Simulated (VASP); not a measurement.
Wanted: the native input for a VASP 6.6.1 run.

```
Task                   : single point
Functional             : r2SCAN
Potentials or basis    : VASP PAW PBE potentials, release 64 (Be, Te)
Cutoff                 : 660 eV
k mesh                 : 6 × 6 × 6
Occupations            : gaussian, width 0.01 eV
Spin                   : no spin polarisation
Dipole correction      : no
Further INCAR settings : ALGO = Normal; EDIFF = 1e-06; NBANDS = 11
```

Crystal: BeTe.

```
Be Te
1.0
     0.00000    2.82862    2.82862
     2.82862    0.00000    2.82862
     2.82862    2.82862    0.00000
Be Te
1 1
Direct
  0.00000 0.00000 0.00000
  0.25000 0.25000 0.25000
```

One way to write it, as run:

POSCAR

```
BeTe
1.0
    0.0000000000      2.8286236224      2.8286236224
    2.8286236224      0.0000000000      2.8286236224
    2.8286236224      2.8286236224      0.0000000000
Be Te
1 1
Direct
    0.0000000000      0.0000000000      0.0000000000
    0.2500000000      0.2500000000      0.2500000000
```

INCAR.step1

```
SYSTEM = BeTe
PREC     = Accurate       ! precision mode
ENCUT    = 660            ! plane-wave cutoff, eV
ISMEAR   = 0              ! smearing method
SIGMA    = 0.01           ! smearing width, eV
LREAL    = .False.        ! projectors in reciprocal space
LASPH    = .True.         ! aspherical terms in the spheres
NELM     = 120            ! most SCF steps
NBANDS   = 11             ! bands
GGA      = PE             ! functional
ALGO     = Normal         ! electronic algorithm
EDIFF    = 1E-5           ! SCF threshold, eV
LWAVE    = .True.         ! write WAVECAR
LCHARG   = .False.        ! write CHGCAR
GGA_COMPAT= .False.
```

INCAR.step2

```
SYSTEM = BeTe
PREC     = Accurate       ! precision mode
ENCUT    = 660            ! plane-wave cutoff, eV
EDIFF    = 1E-6           ! SCF threshold, eV
ISMEAR   = 0              ! smearing method
SIGMA    = 0.01           ! smearing width, eV
LREAL    = .False.        ! projectors in reciprocal space
LASPH    = .True.         ! aspherical terms in the spheres
NELM     = 120            ! most SCF steps
ALGO     = Normal         ! electronic algorithm
ISIF     = 2              ! what is computed and relaxed
LWAVE    = .False.        ! write WAVECAR
LCHARG   = .False.        ! write CHGCAR
METAGGA  = R2SCAN         ! meta-GGA
LMIXTAU  = .True.       
NBANDS   = 11             ! bands
ISTART   = 1            
GGA_COMPAT= .False.
```

KPOINTS

```
Automatic mesh
0
Gamma
  6 6 6
  0 0 0
```

Potentials or basis: VASP PAW PBE potentials, release 64 (Be, Te).

Command:

```bash
$ cat potpaw_PBE.64/Be/POTCAR potpaw_PBE.64/Te/POTCAR > POTCAR
$ cp INCAR.step1 INCAR
$ mpirun -np 1 vasp_std > vasp.out
$ cp INCAR.step2 INCAR
$ mpirun -np 1 vasp_std > vasp.out
```

It gave:

* Pressure: 0.2 GPa
* Band gap on the k mesh: 2.37 eV (least direct gap 4.03 eV)

Caveat: the PAW data sets were made with another functional, which shifts forces and pressure a little; spin-orbit coupling is left out, which moves the levels of the heavy elements.

Run time: 30 s on 1 thread of Intel(R) Xeon(R) 6975P-C (Granite Rapids) (shared host), peak memory 0.21 GiB.
